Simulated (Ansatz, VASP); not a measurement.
# One calculation of Ti3O4, two programs

```
CELL_PARAMETERS angstrom
2.91282 -4.03035 0.00000
2.91282 4.03035 0.00000
0.00000 0.00000 2.96903
ATOMIC_POSITIONS crystal
Ti 0.00000 0.00000 0.50000
Ti 0.60360 0.00000 0.10360
Ti 0.00000 0.50000 0.00000
O 0.76278 0.76278 0.00000
O 0.25888 0.74112 0.50000
O 0.23722 0.23722 0.00000
O 0.74112 0.25888 0.50000
```

Alike in both runs: task single point; functional PBEsol; k mesh 8 × 8 × 14; occupations gaussian, width 0.15 eV; no spin polarisation.

```csv
,VASP,Ansatz
version,VASP 6.6.1,Ansatz 0.2.0
potentials or method,"VASP PAW PBE potentials, release 64 (Ti_sv, O), cutoff 520 eV","scalar-relativistic, plane waves, PAW"
valence electrons in the cell,60,60
```

Ansatz gave:

```
gap on the k mesh at the Fermi level (eV)                     : none
pressure (GPa)                                                : 21.8
traceless stress, the component that is largest in VASP (GPa) : 14.34
rms of the force components (eV/Å)                            : 3.624
```

Task: Which values does VASP return?

Result: gap on the k mesh at the Fermi level (eV): none; pressure (GPa): 22.9; traceless stress, the component that is largest in VASP (GPa): 14.76; rms of the force components (eV/Å): 3.701.

VASP's potentials were made for PBE, not for PBEsol. Atom by atom the forces differ by 0.082 eV/Å (rms over components). A gap of «none» marks a metal or a gap that the smearing closes. The functional is the same, so the differences come from potentials, cutoffs and numerics.
